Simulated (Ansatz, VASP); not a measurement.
# One calculation of In, two programs

The input INCAR:

```
ALGO = Normal ; EDIFF = 1E-8
ENCUT = 520 ; GGA = PE
ISIF = 2 ; ISMEAR = -1
LASPH = True ; LCHARG = False
LEFG = True ; LREAL = False
LWAVE = False ; NBANDS = 12
NELM = 80 ; PREC = Accurate
SIGMA = 0.05
```

The input KPOINTS:

```
k-points
0
Gamma
  14 14 14
```

POSCAR

```
In
1.0
   -1.6369195191      1.6369195191      2.4903342523
    1.6369195191     -1.6369195191      2.4903342523
    1.6369195191      1.6369195191     -2.4903342523
In
1
Direct
    0.0000000000      0.0000000000      0.0000000000
```

Input for Ansatz:

```yaml
crystal:
  lattice:
    - [-1.6369195191, 1.6369195191, 2.4903342523]
    - [1.6369195191, -1.6369195191, 2.4903342523]
    - [1.6369195191, 1.6369195191, -2.4903342523]
  atoms:
    - { symbol: In, position: [0.0, 0.0, 0.0] }
kpoints:
  mp_grid: { grid: [14, 14, 14] }
scf:
  occupations: { method: fermi_dirac, width: 0.05 }
hamiltonian:
  xc: pbe
  pseudopotentials: { kind: paw }
output:
  forces: true
  stress: true
  eigenvalues: true
  efg: { contact_densities: true }
```

Change from the starting cell: volume scaled by 1.02, PAW files.

Alike in both runs: task electric field gradients; functional PBE; k mesh 14 × 14 × 14; occupations fermi-dirac, width 0.05 eV; no spin polarisation.

|  | VASP | Ansatz |
| --- | --- | --- |
| version | VASP 6.6.1 | Ansatz 0.2.0 |
| potentials or method | VASP PAW PBE potentials, release 64 (In_d) | PAW with Ansatz's default frozen-core files, scalar-relativistic |
| plane-wave cutoff (eV) | 520 | 420 |
| valence electrons in the cell | 13 | 13 |

Ansatz gave:

* pressure (GPa): 1.1
* traceless stress, the component that is largest in VASP (GPa): 0.15
* size of Vzz on the site where it differs most (V/Å²): 21.4

Question: What did VASP give for the same quantities?

Answer: Pressure (GPa): 1.0; traceless stress, the component that is largest in VASP (GPa): 0.15; size of Vzz on the site where it differs most (V/Å²): 20.9.
